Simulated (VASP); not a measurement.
**Al30Si (a cell with a defect): single point with PBE**

System: Al30Si (a cell with a defect).

```xyz
31
Lattice="8.1000 0.0000 0.0000 0.0000 8.1000 0.0000 0.0000 0.0000 8.1000" Properties=species:S:1:pos:R:3 pbc="T T T"
Si    2.6530   -0.0001   -1.1684
Al    6.0790    2.0127    0.0023
Al    6.0650    0.0002    2.0041
Al    0.0786    0.0001   -0.0846
Al    2.0003    2.1656    0.0452
Al    4.0624    4.0507   -0.0088
Al    6.0787    6.0874    0.0021
Al    2.0858    0.0003    1.9494
Al    4.0671    2.0438    2.0191
Al    6.0893    4.0504    2.0242
Al    3.9919    0.0010    4.0805
Al    6.0660    2.0465    4.0505
Al    6.0775    0.0009    6.0905
Al   -0.0493    4.0491   -0.0006
Al    1.9982    5.9327    0.0467
Al    0.0048    2.0221    2.0136
Al    2.0093    4.0493    2.0904
Al    4.0673    6.0570    2.0177
Al    0.0237    0.0000    4.0496
Al    2.0073    2.0077    4.0583
Al    4.0577    4.0505    4.0401
Al    6.0657    6.0544    4.0506
Al    4.0569    2.0554    6.0761
Al    6.0936    4.0505    6.0530
Al    0.0033    6.0773    2.0150
Al   -0.0101    4.0503    4.0329
Al    2.0073    6.0921    4.0585
Al    0.0246    2.0367    6.0438
Al    2.0258    4.0506    6.0588
Al    4.0555    6.0461    6.0779
Al    0.0257    6.0639    6.0434
```

| Item | Value |
| --- | --- |
| Program | VASP 6.6.1 |
| Task | single point |
| Functional | PBE |
| Potentials or basis | VASP PAW PBE potentials, release 64 (Si, Al) |
| Cutoff | 520 eV |
| k mesh | 2 × 2 × 2 |
| Occupations | fermi-dirac, width 0.15 eV |
| Spin | no spin polarisation |
| Dipole correction | no |
| Further INCAR settings | LREAL = Auto; ALGO = Normal; EDIFF = 1e-06; NBANDS = 68 |

The pressure is -0.8 GPa, the largest force is 0.366 eV/Å and the band gap on the k mesh is zero (bands 47 and 48 overlap by 0.85 eV).

Forces on the atoms (eV/Å):
```
Si  -0.239 -0.001 -0.277
Al   0.012  0.003  0.005
Al  -0.003  0.001  0.017
Al  -0.005 -0.002  0.009
Al   0.024 -0.020  0.011
Al   0.011 -0.004 -0.001
Al   0.018 -0.001  0.002
Al  -0.014 -0.003  0.026
Al   0.003 -0.002  0.016
Al   0.013 -0.002 -0.004
Al  -0.003 -0.004  0.026
Al   0.006 -0.002  0.004
Al   0.023 -0.003 -0.011
Al   0.017  0.002  0.005
Al   0.025  0.031  0.010
Al   0.004  0.001  0.004
Al  -0.004  0.003  0.018
Al   0.000  0.003  0.021
Al   0.006  0.001  0.010
Al  -0.005  0.001  0.025
Al   0.000  0.002  0.012
Al   0.001  0.003  0.009
Al   0.011  0.005  0.015
Al   0.015  0.001  0.004
Al   0.010  0.000 -0.001
Al   0.009 -0.002  0.005
Al  -0.001  0.002  0.019
Al   0.023 -0.012  0.004
Al   0.007 -0.004  0.001
Al   0.018 -0.008  0.007
Al   0.016  0.013  0.007
```

Stress tensor (GPa, compression positive):
```
-0.85  0.00  0.05
 0.00 -0.73  0.00
 0.05  0.00 -0.86
```

Levels at points of the mesh, in eV from the Fermi level:
```
           k point  band 43  band 44  band 45  band 46  band 47  band 48  band 49  band 50  band 51  band 52
(0.00, 0.00, 0.00)    -0.33    -0.18    -0.17     0.09     0.49     0.57     0.67     0.71     0.72     0.95
(0.50, 0.00, 0.00)    -0.68    -0.40    -0.35    -0.03    -0.01     0.03     0.12     0.21     0.39     0.65
(0.00, 0.50, 0.00)    -0.62    -0.51    -0.13    -0.09    -0.08    -0.06     0.07     0.22     0.47     0.70
(0.00, 0.00, 0.50)    -0.65    -0.42    -0.31    -0.04    -0.02     0.02     0.13     0.20     0.40     0.51
(0.50, 0.50, 0.00)    -0.75    -0.69    -0.20    -0.20    -0.14     0.19     0.86     0.97     1.07     1.29
(0.00, 0.50, 0.50)    -0.82    -0.69    -0.21    -0.14    -0.08     0.22     0.85     0.97     1.11     1.24
(0.50, 0.00, 0.50)    -0.91    -0.90    -0.19    -0.11    -0.07     0.22     0.97     0.98     1.18     1.20
(0.50, 0.50, 0.50)    -0.45    -0.45    -0.44    -0.43    -0.42    -0.36    -0.24    -0.20    -0.17    -0.12
```

Run time: 3.1 min on 1 thread of Intel(R) Xeon(R) 6975P-C (Granite Rapids), with other jobs on the host, peak memory 0.55 GiB.

Caveat: the k points lie up to 0.39 Å⁻¹ apart, too coarse for converged energies and pressures of a metal.
